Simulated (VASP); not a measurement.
Wanted: the native input for a VASP 6.6.1 run.

```yaml
Task: single point
Functional: PBEsol
Potentials_or_basis: VASP PAW PBE potentials, release 64 (F)
Cutoff: 520 eV
k_mesh: 4 × 4 × 2
Occupations: gaussian, width 0.05 eV
Spin: no spin polarisation
Dipole_correction: no
Further_INCAR_settings: ALGO = Normal; EDIFF = 1e-06; NBANDS = 22
```

The structure of F lies in POSCAR:

```
F
1.0
    3.2389009936     -1.8615074069     -0.2498119861
    3.2389009936      1.8615074069     -0.2498119861
   -2.4354061261      0.0000000000      7.4548272690
F
4
Direct
    0.0848459664      0.0848459664      0.0979998919
    0.9151540336      0.9151540336      0.9020001081
    0.5015719855      0.5015719855      0.5937195244
    0.4984280145      0.4984280145      0.4062804756
```

The input as run:

INCAR

```
ALGO     = Normal         # electronic algorithm
EDIFF    = 1E-6           # SCF threshold, eV
ENCUT    = 520            # plane-wave cutoff, eV
GGA      = PS             # functional
ISIF     = 2              # what is computed and relaxed
ISMEAR   = 0              # smearing method
LASPH    = True           # aspherical terms in the spheres
LCHARG   = False          # write CHGCAR
LREAL    = False          # projectors in reciprocal space
LWAVE    = False          # write WAVECAR
NBANDS   = 22             # bands
NELM     = 80             # most SCF steps
PREC     = Accurate       # precision mode
SIGMA    = 0.05           # smearing width, eV
```

KPOINTS

```
k-points
0
Gamma
  4 4 2
```

Potentials or basis: VASP PAW PBE potentials, release 64 (F).

The run is started by

```console
$ cat potpaw_PBE.64/F/POTCAR > POTCAR
$ mpirun -np 1 vasp_std > vasp.out
```

Results of the run:

The pressure is -4.5 GPa. The largest force is 2.597 eV/Å and the band gap on the k mesh is 2.13 eV, indirect (least direct gap 2.21 eV).

Caveat: the k points lie up to 0.50 Å⁻¹ apart; the PAW data sets were made with another functional, which shifts forces and pressure a little.

Run time: 54 s on 1 thread of Intel Xeon 8259CL, with other jobs on the host, peak memory 0.19 GiB.
